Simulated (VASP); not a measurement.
# TeRu (Fm-3m) in VASP: single point with PBE+U

Aim: the single point of TeRu with PBE+U.

Everything below comes from runs of VASP 6.6.1. Logs are shortened: lines on timing, memory, paths and dates and some standing lists are left out, and cuts for length are marked.

### Step 1. The cell of the first run

Symmetry: Fm-3m, No. 225, cubic system. The conventional cell has a = 5.738 Å, b = 5.738 Å, c = 5.738 Å, α = 90.00°, β = 90.00°, γ = 90.00°. Within 3.8 Å of Ru (site symmetry m-3m) lie 6 Te at 2.87 Å. Te (site symmetry m-3m) has 6 Ru at 2.87 Å within 3.8 Å.

### Step 2. Single point, PBE+U, non-collinear spin, typed start, spin-orbit coupling

Contents of INCAR:

```
SYSTEM = TeRu
ALGO = Normal ; EDIFF = 1E-6
ENCUT = 520 ; GGA = PE
GGA_COMPAT = .FALSE. ; ISIF = 2
ISMEAR = 0 ; LASPH = .TRUE.
LCHARG = .TRUE. ; LDAU = .TRUE.
LDAUJ = 0.5 0 ; LDAUL = 2 -1
LDAUPRINT = 1 ; LDAUTYPE = 1
LDAUU = 4 0 ; LMAXMIX = 4
LORBIT = 11 ; LORBMOM = .TRUE.
LREAL = .FALSE. ; LSORBIT = .TRUE.
LVHAR = .TRUE. ; LWAVE = .FALSE.
MAGMOM = 0 0 4 0 0 0 ; NBANDS = 32
NELM = 150 ; PREC = Accurate
SIGMA = 0.05
```

Contents of KPOINTS:

```
k-points
0
G
  6 6 6
  0 0 0
```

Contents of POSCAR:

```
TeRu
1.0
    0.0000000000      2.8688747200      2.8688747200
    2.8688747200      0.0000000000      2.8688747200
    2.8688747200      2.8688747200      0.0000000000
Ru Te
1 1
Direct
    0.5000000000      0.5000000000      0.5000000000
    0.0000000000      0.0000000000      0.0000000000
```

Potentials or basis: VASP PAW PBE potentials, release 64 (Ru_pv, Te).

Command:

```console
cat potpaw_PBE.64/Ru_pv/POTCAR potpaw_PBE.64/Te/POTCAR > POTCAR
mpirun -np 1 vasp_ncl > vasp.out
```

OUTCAR:

```text
SYSTEM = TeRu
   EDIFF = 1E-6
   ENCUT = 520
   GGA = PE
   ISIF = 2
   ISMEAR = 0
   LASPH = .TRUE.
   LORBIT = 11
   LREAL = .FALSE.
   LSORBIT = .TRUE.
   NELM = 150
   PREC = Accurate

 ion  position               nearest neighbor table
   1  0.500  0.500  0.500-   2 2.87   2 2.87   2 2.87   2 2.87   2 2.87   2 2.87
   2  0.000  0.000  0.000-   1 2.87   1 2.87   1 2.87   1 2.87   1 2.87   1 2.87

  LATTYP: Found a face centered cubic cell.
 ALAT       =     5.7377494400

  Lattice vectors:

 A1 = (   0.0000000000,   2.8688747200,   2.8688747200)
 A2 = (   2.8688747200,   0.0000000000,   2.8688747200)
 A3 = (   2.8688747200,   2.8688747200,   0.0000000000)

Analysis of symmetry for initial positions (statically):
=====================================================================
 Subroutine PRICEL returns:
 Original cell was already a primitive cell.

 Routine SETGRP: Setting up the symmetry group for a
 face centered cubic supercell.

 Subroutine GETGRP returns: Found 48 space group operations
 (whereof 48 operations were pure point group operations)
 out of a pool of 48 trial point group operations.

The static configuration has the point symmetry O_h .

Analysis of symmetry for dynamics (positions and initial velocities):
=====================================================================
 Subroutine PRICEL returns:
 Original cell was already a primitive cell.

 Routine SETGRP: Setting up the symmetry group for a
 face centered cubic supercell.

 Subroutine GETGRP returns: Found 48 space group operations
 (whereof 48 operations were pure point group operations)
 out of a pool of 48 trial point group operations.

The dynamic configuration has the point symmetry O_h .

Analysis of structural, dynamic, and magnetic symmetry:
=====================================================================
 Subroutine PRICEL returns:
 Original cell was already a primitive cell.

 Routine SETGRP: Setting up the symmetry group for a
 face centered cubic supercell.

 Subroutine GETGRP returns: Found  8 space group operations
 (whereof  8 operations were pure point group operations)
 out of a pool of 48 trial point group operations.

The overall configuration has the point symmetry C_4h.

 Subroutine INISYM returns: Found  8 space group operations
 (whereof  8 operations are pure point group operations),
 and found     1 'primitive' translations

----------------------------------------------------------------------------------------

                                     Primitive cell

  volume of cell :      47.2242

  direct lattice vectors                    reciprocal lattice vectors
     0.000000000  2.868874720  2.868874720    -0.174284362  0.174284362  0.174284362
     2.868874720  0.000000000  2.868874720     0.174284362 -0.174284362  0.174284362
     2.868874720  2.868874720  0.000000000     0.174284362  0.174284362 -0.174284362

  length of vectors
     4.057201538  4.057201538  4.057201538     0.301869370  0.301869370  0.301869370

  position of ions in fractional coordinates (direct lattice)
     0.500000000  0.500000000  0.500000000
     0.000000000  0.000000000  0.000000000

  ion indices of the primitive-cell ions
   primitive index   ion index
                 1           1
                 2           2

----------------------------------------------------------------------------------------

 KPOINTS: k-points

Automatic generation of k-mesh.
 Grid dimensions read from file:
 generate k-points for:    6    6    6

 Generating k-lattice:

  Cartesian coordinates                     Fractional coordinates (reciprocal lattice)
    -0.029047394  0.029047394  0.029047394     0.166666667  0.000000000  0.000000000
     0.029047394 -0.029047394  0.029047394     0.000000000  0.166666667  0.000000000
     0.029047394  0.029047394 -0.029047394     0.000000000  0.000000000  0.166666667

  Length of vectors
     0.050311562  0.050311562  0.050311562

  Shift w.r.t. Gamma in fractional coordinates (k-lattice)
     0.000000000  0.000000000  0.000000000

 Subroutine IBZKPT returns following result:
 ===========================================

 Found     36 irreducible k-points:

 Following reciprocal coordinates:
            Coordinates               Weight
  0.000000  0.000000  0.000000      1.000000
  0.166667  0.000000  0.000000      8.000000
  0.333333  0.000000  0.000000      8.000000
[... 125 lines left out ...]
  o =  0.2031  v = -0.0000 -0.0789 -0.0000  0.0061  0.0000 -0.0000  0.0000  0.0761 -0.0000  0.0000      0.0000 -0.0061  0.0000 -0.0789 -0.0000 -0.0000 -0.0000 -0.9908 -0.0000 -0.0000
  o =  0.7228  v =  0.1051 -0.0000 -0.0000 -0.0000  0.0001 -0.0000  0.0034 -0.0000 -0.0000 -0.0000      0.0000 -0.0000 -0.0000 -0.0000 -0.9944  0.0000  0.0000  0.0000  0.0034 -0.0000
  o =  0.7466  v = -0.0000  0.0000 -0.3980  0.0000 -0.0000  0.0000 -0.1175 -0.0000  0.0520  0.0000      0.0000 -0.0000 -0.8992 -0.0000  0.0000  0.0000  0.0520 -0.0000  0.1175 -0.0000
  o =  0.8198  v =  0.0000 -0.0000  0.0264 -0.0000  0.0000  0.0000 -0.6880  0.0000  0.1010  0.0000      0.0000 -0.0000  0.1798  0.0000  0.0000  0.0000  0.1010  0.0000  0.6880 -0.0000
  o =  0.8391  v =  0.9486  0.0000 -0.0000  0.0000 -0.0000 -0.0000 -0.2126 -0.0000 -0.0000  0.0000      0.0000  0.0000 -0.0000 -0.0000  0.0988  0.0000  0.0000 -0.0000 -0.2126 -0.0000
  o =  0.8417  v = -0.0000 -0.0155  0.0000  0.0158  0.0000 -0.6828  0.0000 -0.0000  0.0000  0.1447      0.0000  0.0158  0.0000  0.0155 -0.0000  0.7014  0.0000  0.0000 -0.0000  0.1409
  o =  0.8529  v = -0.0000  0.6994  0.0000  0.0922  0.0000 -0.0423 -0.0000  0.0000  0.0000  0.0069      0.0000  0.0922  0.0000 -0.6994 -0.0000 -0.0055  0.0000  0.0000  0.0000 -0.0520
  o =  0.8585  v =  0.0000 -0.7025  0.0000 -0.0140 -0.0000  0.0000  0.0000  0.0022  0.0000 -0.0000      0.0000  0.0140 -0.0000 -0.7025  0.0000 -0.0000  0.0000  0.1119 -0.0000  0.0000

 number of electron      19.9999998 magnetization       0.0000000      0.0000000      1.7991877

 Free energy of the ion-electron system (eV)
  ---------------------------------------------------
  ext. energy  EPLUGINS =         0.00000000
  ---------------------------------------------------
  free energy    TOTEN  =        -8.16116727 eV

  energy without entropy =       -8.15934097  energy(sigma->0) =       -8.16025412

 E-fermi :   7.9105     XC(G=0): -10.7292

 val. band max:        7.9041804383   @ k =   0.0000   0.3333   0.1667
 cond. band min:       7.9156161209   @ k =   0.0000   0.0000   0.0000
 fundamental gap:      0.0114356826
 Fermi energy:         7.9104798341

 k-point     1 :       0.0000    0.0000    0.0000
  band No.  band energies     occupation
      1     -36.5464      1.00000
      2     -36.2291      1.00000
      3     -33.5364      1.00000
      4     -33.2395      1.00000
      5     -32.5953      1.00000
      6     -32.2914      1.00000
[... 829 lines left out ...]
     31      16.5510      0.00000
     32      17.0500      0.00000

 [... further k-points ...]

------------------------ aborting loop because EDIFF is reached ----------------------------------------

  FORCE on cell =-STRESS in cart. coord.  units (eV):
  Direction    XX          YY          ZZ          XY          YZ          ZX
  --------------------------------------------------------------------------------------
  -------------------------------------------------------------------------------------
  Total       -0.4711742     -0.4711742     -0.5757400      0.0000037      0.0000000     -0.0000000
  in kB      -15.9855400    -15.9855400    -19.5331476      0.0001246      0.0000000     -0.0000000
  external PRESSURE =     -17.1680759 kB  Pullay stress =       0.0000000 kB

 VOLUME and BASIS-vectors are now :
 -----------------------------------------------------------------------------
  energy-cutoff  :      520.00
  volume of cell :       47.22
      direct lattice vectors                 reciprocal lattice vectors
     0.000000000  2.868874720  2.868874720    -0.174284362  0.174284362  0.174284362
     2.868874720  0.000000000  2.868874720     0.174284362 -0.174284362  0.174284362
     2.868874720  2.868874720  0.000000000     0.174284362  0.174284362 -0.174284362

 POSITION                                       TOTAL-FORCE (eV/Angst)
 -----------------------------------------------------------------------------------
      2.86887      2.86887      2.86887         0.000000      0.000000      0.000000
      0.00000      0.00000      0.00000        -0.000000     -0.000000      0.000000
 -----------------------------------------------------------------------------------
    total drift:                                0.000000      0.000000      0.000000

  FREE ENERGIE OF THE ION-ELECTRON SYSTEM (eV)
  ---------------------------------------------------
  free  energy   TOTEN  =        -8.1611672701 eV

  energy  without entropy=       -8.1593409672  energy(sigma->0) =       -8.16025412

 orbital moment (x)

 # of ion     p       d       tot
 ----------------------------------------
  1        -0.000   0.000   0.000
  2        -0.000   0.000  -0.000
 ----------------------------------------
           -0.000   0.000   0.000

 orbital moment (y)

 # of ion     p       d       tot
 ----------------------------------------
  1         0.000  -0.000  -0.000
  2        -0.000  -0.000  -0.000
 ----------------------------------------
           -0.000  -0.000  -0.000

 orbital moment (z)

 # of ion     p       d       tot
 ----------------------------------------
  1        -0.001   1.197   1.197
  2         0.001  -0.004  -0.003
 ----------------------------------------
           -0.000   1.193   1.193

 Spin-Orbit-Coupling matrix elements

 Ion:    1  E_soc:     -0.4124310
 l=   1
     0.0000000    -0.0366815    -0.0366476
    -0.0366815     0.0000000    -0.0366815
    -0.0366476    -0.0366815     0.0000000
 l=   2
     0.0000000    -0.0114937     0.0000000    -0.0114937    -0.0219564
    -0.0114937     0.0000000    -0.0090396    -0.0255640    -0.0038090
     0.0000000    -0.0090396     0.0000000    -0.0090396     0.0000000
    -0.0114937    -0.0255640    -0.0090396     0.0000000    -0.0038090
    -0.0219564    -0.0038090     0.0000000    -0.0038090     0.0000000
 l=   3
     0.0000000     0.0000000     0.0000000     0.0000000     0.0000000     0.0000000     0.0000000
     0.0000000     0.0000000     0.0000000     0.0000000     0.0000000     0.0000000     0.0000000
     0.0000000     0.0000000     0.0000000     0.0000000     0.0000000     0.0000000     0.0000000
     0.0000000     0.0000000     0.0000000     0.0000000     0.0000000     0.0000000     0.0000000
     0.0000000     0.0000000     0.0000000     0.0000000     0.0000000     0.0000000     0.0000000
     0.0000000     0.0000000     0.0000000     0.0000000     0.0000000     0.0000000     0.0000000
     0.0000000     0.0000000     0.0000000     0.0000000     0.0000000     0.0000000     0.0000000

 Ion:    2  E_soc:     -0.1952311
 l=   1
     0.0000000    -0.0323557    -0.0325779
    -0.0323557     0.0000000    -0.0323557
    -0.0325779    -0.0323557     0.0000000
 l=   2
     0.0000000    -0.0000330     0.0000000    -0.0000330     0.0000121
    -0.0000330     0.0000000    -0.0000813    -0.0000618    -0.0000240
     0.0000000    -0.0000813     0.0000000    -0.0000813     0.0000000
    -0.0000330    -0.0000618    -0.0000813     0.0000000    -0.0000240
     0.0000121    -0.0000240     0.0000000    -0.0000240     0.0000000
 l=   3
     0.0000000     0.0000000     0.0000000     0.0000000     0.0000000     0.0000000     0.0000000
     0.0000000     0.0000000     0.0000000     0.0000000     0.0000000     0.0000000     0.0000000
     0.0000000     0.0000000     0.0000000     0.0000000     0.0000000     0.0000000     0.0000000
     0.0000000     0.0000000     0.0000000     0.0000000     0.0000000     0.0000000     0.0000000
     0.0000000     0.0000000     0.0000000     0.0000000     0.0000000     0.0000000     0.0000000
     0.0000000     0.0000000     0.0000000     0.0000000     0.0000000     0.0000000     0.0000000
     0.0000000     0.0000000     0.0000000     0.0000000     0.0000000     0.0000000     0.0000000

 total charge

# of ion       s       p       d       tot
------------------------------------------
    1        0.249   6.114   6.069  12.432
    2        1.359   1.955   0.053   3.368
--------------------------------------------------
tot          1.609   8.069   6.122  15.800

 magnetization (x)

# of ion       s       p       d       tot
------------------------------------------
    1        0.000   0.000   0.000   0.000
    2        0.000   0.000   0.000   0.000
--------------------------------------------------
tot          0.000   0.000   0.000   0.000

 magnetization (y)

# of ion       s       p       d       tot
------------------------------------------
    1        0.000   0.000   0.000   0.000
    2        0.000   0.000   0.000   0.000
--------------------------------------------------
tot          0.000   0.000   0.000   0.000

 magnetization (z)

# of ion       s       p       d       tot
------------------------------------------
    1        0.046   0.017   1.762   1.824
    2        0.016  -0.153   0.017  -0.121
--------------------------------------------------
tot          0.062  -0.137   1.778   1.703
```

Wall time 7.1 min (1 thread of Oxide Virtual Turin-like, shared host); peak memory 0.3 GiB.

Results:

* Free energy: -8.1612 eV
* Pressure: -1.7 GPa
* Net moment: 1.80 μB per cell
* Valence electrons inside the program's atomic spheres: Ru 12.43; Te 3.37

Stress tensor (GPa, compression positive):
```
-1.60  0.00  0.00
 0.00 -1.60  0.00
 0.00  0.00 -1.95
```

Moments on the atoms (μB; x, y, z):
```
Ru   0.00  0.00  1.82
Te   0.00  0.00 -0.12
```

Caveat: the U is typed as a test and isn't derived for this compound. The state reached can hang on the start; a lower one may exist.
